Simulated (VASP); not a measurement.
# Cu (P6_3/mmc) in VASP: notebook, part 2 of 2

VASP 6.6.1. Earlier steps stand in the parts before.

## Step 4: Single point, r2SCAN

POSCAR

```
Cu
1.0
    2.5142458807      0.0000000000      0.0000000000
   -1.2571229404      2.1774008041      0.0000000000
    0.0000000000      0.0000000000      8.2157013024
Cu
4
Direct
    0.0000000000      0.0000000000      0.0000000000
    0.3333333333      0.6666666667      0.2500000000
    0.0000000000      0.0000000000      0.5000000000
    0.6666666667      0.3333333333      0.7500000000
```

INCAR.step1

```
SYSTEM = Cu
PREC = Accurate ; ENCUT = 520
ISMEAR = 0 ; SIGMA = 0.1
LREAL = .False. ; LASPH = .True.
NELM = 80 ; NBANDS = 30
GGA = PE ; ALGO = Normal
EDIFF = 1E-4 ; LWAVE = .True.
LCHARG = .False.
```

INCAR.step2

```
SYSTEM = Cu
PREC = Accurate ; ENCUT = 520
EDIFF = 1E-6 ; ISMEAR = 0
SIGMA = 0.1 ; LREAL = .False.
LASPH = .True. ; NELM = 80
ALGO = Normal ; ISIF = 2
LWAVE = .False. ; LCHARG = .False.
METAGGA = R2SCAN ; LMIXTAU = .True.
NBANDS = 30 ; ISTART = 1
```

KPOINTS

```
regular mesh
0
Gamma
  18 18 6
  0 0 0
```

Potentials or basis: VASP PAW PBE potentials, release 64 (Cu).

The run is started by

```sh
$ cat potpaw_PBE.64/Cu/POTCAR > POTCAR
$ cp INCAR.step1 INCAR
$ mpirun -np 1 vasp_std > vasp.out
$ cp INCAR.step2 INCAR
$ mpirun -np 1 vasp_std > vasp.out
```

OUTCAR:

```text
SYSTEM = Cu
   PREC = Accurate
   ENCUT = 520
   EDIFF = 1E-6
   ISMEAR = 0
   LREAL = .False.
   LASPH = .True.
   NELM = 80
   ISIF = 2
   METAGGA = R2SCAN
   ISTART = 1

 ion  position               nearest neighbor table
   1  0.000  0.000  0.000-   2 2.52   4 2.52   4 2.52   2 2.52   4 2.52   2 2.52
   2  0.333  0.667  0.250-   1 2.52   3 2.52   1 2.52   3 2.52   1 2.52   3 2.52
   3  0.000  0.000  0.500-   2 2.52   4 2.52   4 2.52   2 2.52   4 2.52   2 2.52
   4  0.667  0.333  0.750-   1 2.52   3 2.52   1 2.52   3 2.52   1 2.52   3 2.52

  LATTYP: Found a hexagonal cell.
 ALAT       =     2.5142458807
 C/A-ratio  =     3.2676602418

  Lattice vectors:

 A1 = (   2.5142458807,   0.0000000000,   0.0000000000)
 A2 = (  -1.2571229404,   2.1774008041,   0.0000000000)
 A3 = (   0.0000000000,   0.0000000000,   8.2157013024)

Analysis of symmetry for initial positions (statically):
=====================================================================
 Subroutine PRICEL returns:
 Original cell was already a primitive cell.

 Routine SETGRP: Setting up the symmetry group for a
 hexagonal supercell.

 Subroutine GETGRP returns: Found 24 space group operations
 (whereof 12 operations were pure point group operations)
 out of a pool of 24 trial point group operations.

The static configuration has the point symmetry D_3d.
 The point group associated with its full space group is D_6h.

Analysis of symmetry for dynamics (positions and initial velocities):
=====================================================================
 Subroutine PRICEL returns:
 Original cell was already a primitive cell.

 Routine SETGRP: Setting up the symmetry group for a
 hexagonal supercell.

 Subroutine GETGRP returns: Found 24 space group operations
 (whereof 12 operations were pure point group operations)
 out of a pool of 24 trial point group operations.

The dynamic configuration has the point symmetry D_3d.
 The point group associated with its full space group is D_6h.

 Subroutine INISYM returns: Found 24 space group operations
 (whereof 12 operations are pure point group operations),
 and found     1 'primitive' translations

----------------------------------------------------------------------------------------

                                     Primitive cell

  volume of cell :      44.9770

  direct lattice vectors                    reciprocal lattice vectors
     2.514245881  0.000000000  0.000000000     0.397733574  0.229631586  0.000000000
    -1.257122940  2.177400804  0.000000000     0.000000000  0.459263172  0.000000000
     0.000000000  0.000000000  8.215701302     0.000000000  0.000000000  0.121718154

  length of vectors
     2.514245881  2.514245881  8.215701302     0.459263172  0.459263172  0.121718154

  position of ions in fractional coordinates (direct lattice)
     0.000000000  0.000000000  0.000000000
     0.333333333  0.666666667  0.250000000
     0.000000000  0.000000000  0.500000000
     0.666666667  0.333333333  0.750000000

  ion indices of the primitive-cell ions
   primitive index   ion index
                 1           1
                 2           2
                 3           3
                 4           4

----------------------------------------------------------------------------------------

 KPOINTS: regular mesh

Automatic generation of k-mesh.
 Grid dimensions read from file:
 generate k-points for:   18   18    6

 Generating k-lattice:

  Cartesian coordinates                     Fractional coordinates (reciprocal lattice)
     0.022096310  0.012757310  0.000000000     0.055555556  0.000000000  0.000000000
     0.000000000  0.025514621  0.000000000     0.000000000  0.055555556  0.000000000
     0.000000000  0.000000000  0.020286359     0.000000000  0.000000000  0.166666667

  Length of vectors
     0.025514621  0.025514621  0.020286359

  Shift w.r.t. Gamma in fractional coordinates (k-lattice)
     0.000000000  0.000000000  0.000000000

 Subroutine IBZKPT returns following result:
 ===========================================

 Found    148 irreducible k-points:

 Following reciprocal coordinates:
            Coordinates               Weight
  0.000000  0.000000  0.000000      1.000000
  0.055556 -0.000000  0.000000      6.000000
  0.111111 -0.000000  0.000000      6.000000
  0.166667  0.000000  0.000000      6.000000
  0.222222  0.000000  0.000000      6.000000
  0.277778  0.000000  0.000000      6.000000
[... 16 lines left out ...]
  0.333333  0.111111  0.000000     12.000000
  0.388889  0.111111  0.000000     12.000000
 [... further k-points ...]
   k-points           NKPTS =    148   k-points in BZ     NKDIM =    148   number of bands    NBANDS=     30
   number of dos      NEDOS =    301   number of ions     NIONS =      4
   total plane-waves  NPLWV =  25600
   dimension x,y,z NGX =    20 NGY =   20 NGZ =   64
   dimension x,y,z NGXF=    40 NGYF=   40 NGZF=  128
   ions per type =               4
   NGX,Y,Z   is equivalent  to a cutoff of  13.22, 13.22, 12.95 a.u.
   NGXF,Y,Z  is equivalent  to a cutoff of  26.45, 26.45, 25.90 a.u.
 SYSTEM =  Cu
   PREC   = accura    normal or accurate (medium, high low for compatibility)
   ISTART =      1    job   : 0-new  1-cont  2-samecut
   ICHARG =      0    charge: 1-file 2-atom 10-const
   ISPIN  =      1    spin polarized calculation?
   LNONCOLLINEAR =      F non collinear calculations
   LSORBIT =      F    spin-orbit coupling
   LASPH  =      T    aspherical Exc in radial PAW
   ENCUT  =  520.0 eV  38.22 Ry    6.18 a.u.   4.67  4.67 15.28*2*pi/ulx,y,z
   NELM   =     80;   NELMIN=  2; NELMDL=  0     # of ELM steps
   EDIFF  = 0.1E-05   stopping-criterion for ELM
   LREAL  =      F    real-space projection
   EDIFFG = 0.1E-04   stopping-criterion for IOM
   NSW    =      0    number of steps for IOM
   IBRION =     -1    ionic relax: 0-MD 1-quasi-New 2-CG
   NFREE  =      0    steps in history (QN), initial steepest desc. (CG)
   ISIF   =      2    stress and relaxation
   ISYM   =      2    0-nonsym 1-usesym 2-fastsym
   POTIM  = 0.5000    time-step for ionic-motion
   TEBEG  =    0.0;   TEEND  =   0.0 temperature during run
   PSTRESS=    0.0 pullay stress
   NELECT =      44.0000    total number of electrons
   NUPDOWN=      -1.0000    fix difference up-down
   EMIN   =  10.00;   EMAX   =-10.00  energy-range for DOS
   EFERMI =   0.00;   METHOD = LEGACY
   ISMEAR =     0;   SIGMA  =   0.10  broadening in eV -4-tet -1-fermi 0-gaus
   EFERMI_NEDOS =   21; number of points for ismear=-14 and -15
   IALGO  =     38    algorithm
   IMIX   =      4    mixing-type and parameters
     AMIX     =   0.40;   BMIX     =  1.00
     AMIX_MAG =   1.60;   BMIX_MAG =  1.00
  volume/ion in A,a.u.               =      11.24        75.88
  Fermi-wavevector in a.u.,A,eV,Ry     =   1.625158  3.071102 35.934851  2.641137
  Thomas-Fermi vector in A             =   2.718327
   LORBIT       =      0    0 simple, 1 ext, 2 COOP (PROOUT), +10 PAW based schemes
   METAGGA = R2SCAN    functional components
   LHFCALC =     F    Hartree Fock is set to
   AEXX    =    0.0000 exact exchange contribution
   IVDW    =     0    specifies the selected vdW correction
   LEPSILON=     F    determine dielectric tensor
   LRPA    =     F    only Hartree local field effects (RPA)
 non-spin polarized calculation
 Gauss-broadening in eV      SIGMA  =   0.10
  energy-cutoff  :      520.00
  volume of cell :       44.98
 maximum number of plane-waves:      1230
 NGX is ok and might be reduce to    20
   NGX =  9   NGY =  9   NGZ = 31

 number of electron      43.9999978 magnetization

 Free energy of the ion-electron system (eV)
  ---------------------------------------------------
  ext. energy  EPLUGINS =         0.00000000
  ---------------------------------------------------
  free energy    TOTEN  =       -43.27590901 eV

  energy without entropy =      -43.26907918  energy(sigma->0) =      -43.27249410

 E-fermi :   7.9698     XC(G=0): -14.0776

 val. band max:        7.9693628359   @ k =   0.4444   0.0000   0.0000
 cond. band min:       7.9856685567   @ k =   0.2778   0.1667   0.0000
 fundamental gap:      0.0163057208
 Fermi energy:         7.9697603739

 k-point     1 :       0.0000    0.0000    0.0000
  band No.  band energies     occupation
      1      -2.0455      2.00000
      2       0.2267      2.00000
      3       0.2331      2.00000
      4       2.4886      2.00000
      5       4.4372      2.00000
      6       4.4417      2.00000
[... 781 lines left out ...]
     29      19.4280      0.00000
     30      20.1413      0.00000

 [... further k-points ...]
[... 5 lines left out ...]
  --------------------------------------------------------------------------------------
  -------------------------------------------------------------------------------------
  Total        1.0503918      1.0503918      1.0635390     -0.0000000      0.0000000      0.0000000
  in kB       37.4171868     37.4171868     37.8855199     -0.0000000      0.0000000      0.0000000
  external PRESSURE =      37.5732978 kB  Pullay stress =       0.0000000 kB

 VOLUME and BASIS-vectors are now :
 -----------------------------------------------------------------------------
  energy-cutoff  :      520.00
  volume of cell :       44.98
      direct lattice vectors                 reciprocal lattice vectors
     2.514245881  0.000000000  0.000000000     0.397733574  0.229631586  0.000000000
    -1.257122940  2.177400804  0.000000000     0.000000000  0.459263172  0.000000000
     0.000000000  0.000000000  8.215701302     0.000000000  0.000000000  0.121718154

 POSITION                                       TOTAL-FORCE (eV/Angst)
 -----------------------------------------------------------------------------------
      0.00000      0.00000      0.00000         0.000000     -0.000000      0.000000
     -0.00000      1.45160      2.05393         0.000000     -0.000000     -0.000000
      0.00000      0.00000      4.10785         0.000000     -0.000000      0.000000
      1.25712      0.72580      6.16178        -0.000000      0.000000      0.000000
 -----------------------------------------------------------------------------------
    total drift:                                0.000000     -0.000000      0.000000

  FREE ENERGIE OF THE ION-ELECTRON SYSTEM (eV)
  ---------------------------------------------------
  free  energy   TOTEN  =       -43.2759090110 eV

  energy  without entropy=      -43.2690791846  energy(sigma->0) =      -43.27249410
```

It took 19 min on 1 thread of Intel Xeon 8259CL, shared host; peak memory 0.27 GiB.

What came out:

| Quantity | Value |
| --- | --- |
| Free energy | -43.2759 eV |
| Pressure | 3.8 GPa |
| Band gap on the k mesh | zero (bands 22 and 23 overlap by 5.52 eV) |

Levels at points of the mesh, in eV from the Fermi level:
| k point | band 19 | band 20 | band 21 | band 22 | band 23 | band 24 | band 25 | band 26 |
| --- | --- | --- | --- | --- | --- | --- | --- | --- |
| (0.00, 0.00, 0.00) | -2.26 | -2.09 | -2.09 | -1.78 | -1.78 | -1.15 | 4.27 | 13.45 |
| (0.50, 0.00, 0.00) | -1.62 | -1.60 | -0.69 | 0.42 | 1.09 | 1.73 | 5.14 | 5.15 |
| (0.00, 0.00, 0.50) | -2.40 | -2.40 | -1.91 | -1.91 | -1.91 | -1.91 | 7.55 | 7.55 |
| (0.50, 0.00, 0.50) | -1.63 | -1.63 | 0.06 | 0.06 | 1.50 | 1.50 | 5.65 | 5.65 |

Caveat: the cell stands under pressure; the PAW data sets were made with another functional, which shifts forces and pressure a little.

## Step 5: Overview

```tsv
cell	k mesh	cutoff (eV)	gap on the mesh (eV)	pressure (GPa)
a = 2.491, b = 2.491, c = 8.351 Å, angles 90.0, 90.0, 120.0°, 4 atoms	24 × 24 × 6	660	none	4.0
a = 2.353, b = 2.353, c = 7.694 Å, angles 90.0, 90.0, 120.0°, 4 atoms	24 × 24 × 6	520	none	61.1
a = 2.514, b = 2.514, c = 8.216 Å, angles 90.0, 90.0, 120.0°, 4 atoms	18 × 18 × 6	520	none	3.8
```

Alike in all rows: task single point; level r2SCAN; potentials or basis VASP PAW PBE potentials, release 64 (Cu); no spin polarisation; smearing gaussian 0.1 eV.

Caveats: the PAW data sets were made with another functional, which shifts forces and pressure a little; the cell stands under pressure (at least some runs); the stress differs along the axes, from 0 to 6 GPa (at least some runs).

Total energies depend on the potentials used, so only differences within one code and one set of settings carry meaning.
